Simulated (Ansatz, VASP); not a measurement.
CdS in VASP and in Ansatz

INCAR

```
SYSTEM = CdS
ALGO = Normal ; EDIFF = 1E-6
ENCUT = 500 ; GGA = PE
GGA_COMPAT = .FALSE. ; ISIF = 2
ISMEAR = 0 ; LASPH = .TRUE.
LCHARG = .FALSE. ; LREAL = .FALSE.
LWAVE = .FALSE. ; NBANDS = 16
NELM = 120 ; PREC = Accurate
SIGMA = 0.02
```

Contents of KPOINTS:

```
k-points
0
G
  10 10 10
  0 0 0
```

POSCAR

```
CdS
1.0
    0.0000000000      2.9165000000      2.9165000000
    2.9165000000      0.0000000000      2.9165000000
    2.9165000000      2.9165000000      0.0000000000
Cd S
1 1
Direct
    0.0000000000      0.0000000000      0.0000000000
    0.2500000000      0.2500000000      0.2500000000
```

Input for Ansatz:

```yaml
crystal:
  lattice:
    - [0.0, 2.9165, 2.9165]
    - [2.9165, 0.0, 2.9165]
    - [2.9165, 2.9165, 0.0]
  atoms:
    - { symbol: Cd, position: [0.0, 0.0, 0.0] }
    - { symbol: S, position: [0.25, 0.25, 0.25] }
basis:
  ecutwfc: 420
kpoints:
  mp_grid: { grid: [10, 10, 10] }
hamiltonian:
  xc: pbe
  pseudopotentials: { kind: paw }
scf:
  occupations: { method: gaussian, width: 0.02 }
output:
  forces: true
  stress: true
  eigenvalues: true
```

Alike in both runs: task single point; functional PBE; k mesh 10 × 10 × 10; occupations gaussian, width 0.02 eV; no spin polarisation.

|  | VASP | Ansatz |
| --- | --- | --- |
| version | VASP 6.6.1 | Ansatz 0.2.0 |
| potentials or method | VASP PAW PBE potentials, release 64 (Cd, S), cutoff 500 eV | scalar-relativistic, plane waves, PAW |
| valence electrons in the cell | 18 | 26 |

Ansatz gave:

| Quantity | Value |
| --- | --- |
| gap on the k mesh at the Fermi level (eV) | 1.15 |
| least direct gap on the mesh (eV) | 1.15 |
| pressure (GPa) | 2.8 |

Q: Which values does VASP return?

A: gap on the k mesh at the Fermi level (eV): 1.15; least direct gap on the mesh (eV): 1.15; pressure (GPa): 3.2.

VASP's potentials hold 18 valence electrons a cell and Ansatz's 26, so a difference there can come from the potentials and not from the codes.
